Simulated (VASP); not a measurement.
Set up this calculation in VASP 6.6.1, as the native input.

| Quantity | Value |
| --- | --- |
| Task | relaxation of cell and atoms |
| Functional | BLYP |
| Potentials or basis | VASP PAW PBE potentials, release 64 (Al) |
| Cutoff | 600 eV |
| k mesh | 12 × 12 × 12 |
| Occupations | fermi-dirac, width 0.1 eV |
| Spin | no spin polarisation |
| Dipole correction | no |
| Further INCAR settings | ALGO = Normal; EDIFF = 1e-07; IBRION = 2; EDIFFG = -0.01; NSW = 80; ISIF = 3 |

The structure of Al lies in POSCAR:

```
Al
1.0
    2.6173666896      0.0000000000      0.0000000000
    0.0000000000      2.6173666896      0.0000000000
    0.0000000000      0.0000000000      2.6173666896
Al
1
Direct
    0.0000000000      0.0000000000      0.0000000000
```

These files were run (other wordings do the same):

INCAR

```
  PREC = Accurate
  ENCUT = 600
  EDIFF = 1E-7
  ISMEAR = -1
  SIGMA = 0.1
  LREAL = False
  LASPH = True
  NELM = 60
  ALGO = Normal
  ISIF = 3
  LWAVE = False
  LCHARG = False
  GGA = B5
  ALDAX = 1.0
  AGGAX = 1.0
  AGGAC = 1.0
  ALDAC = 0.0
  IBRION = 2
  NSW = 80
  EDIFFG = -0.01
```

KPOINTS

```
regular mesh
0
Gamma
  12 12 12
```

Potentials or basis: VASP PAW PBE potentials, release 64 (Al).

The run is started by

```sh
$ cat potpaw_PBE.64/Al/POTCAR > POTCAR
$ mpirun -np 1 vasp_std > vasp.out
```

It gave:

- Relaxed volume: 21.69 Å³/atom
- Relaxed cell: a = 2.789 Å, b = 2.789 Å, c = 2.789 Å, α = 90.00°, β = 90.00°, γ = 90.00°
- Space group after relaxing (to 0.05 Å): Pm-3m (No. 221)
- Energy gained by relaxing: 120.0 meV/atom
- Ionic steps: 2
- Pressure after relaxing: 0.0 GPa

Caveat: the volume moved by over 15 % at a fixed basis, so the end points are rough; the PAW data sets were made with another functional, which shifts forces and pressure a little.

Wall time 20 s on 1 thread of AMD EPYC 7R43 64-Core Processor (Zen 3), with other jobs on the host, peak memory 0.1 GiB.
